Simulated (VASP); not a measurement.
Input of a VASP 6.6.1 run:

File POSCAR:

```
GaN
1.0
    0.0000000000      2.1528823705      2.1528823705
    2.1528823705      0.0000000000      2.1528823705
    2.1528823705      2.1528823705      0.0000000000
Ga N
1 1
Direct
    0.0000000000      0.0000000000      0.0000000000
    0.5000000000      0.5000000000      0.5000000000
```

Contents of INCAR.step1:

```
PREC = Accurate
ENCUT = 520
ISMEAR = 0
SIGMA = 0.01
LREAL = False
LASPH = True
NELM = 60
NBANDS = 16
GGA = PE
ALGO = Normal
EDIFF = 1E-4
LWAVE = True
LCHARG = False
```

File INCAR.step2:

```
PREC = Accurate
ENCUT = 520
EDIFF = 1E-6
ISMEAR = 0
SIGMA = 0.01
LREAL = False
LASPH = True
NELM = 60
ALGO = Normal
ISIF = 2
LWAVE = False
LCHARG = False
METAGGA = R2SCAN
LMIXTAU = True
NBANDS = 16
ISTART = 1
```

KPOINTS

```
Automatic mesh
0
Gamma
  8 8 8
```

Potentials or basis: VASP PAW PBE potentials, release 64 (Ga_d, N).

The run is started by

```sh
$ cat potpaw_PBE.64/Ga_d/POTCAR potpaw_PBE.64/N/POTCAR > POTCAR
$ cp INCAR.step1 INCAR
$ mpirun -np 1 vasp_std > vasp.out
$ cp INCAR.step2 INCAR
$ mpirun -np 1 vasp_std > vasp.out
```

Task: Predict the pressure.

Result: -12.4 GPa.

Task: What does it give for the band gap on the k mesh?

Result: 0.75 eV, indirect (least direct gap 2.60 eV).

Caveat: the PAW data sets were made with another functional, which shifts forces and pressure a little. A k mesh can miss the band edges.
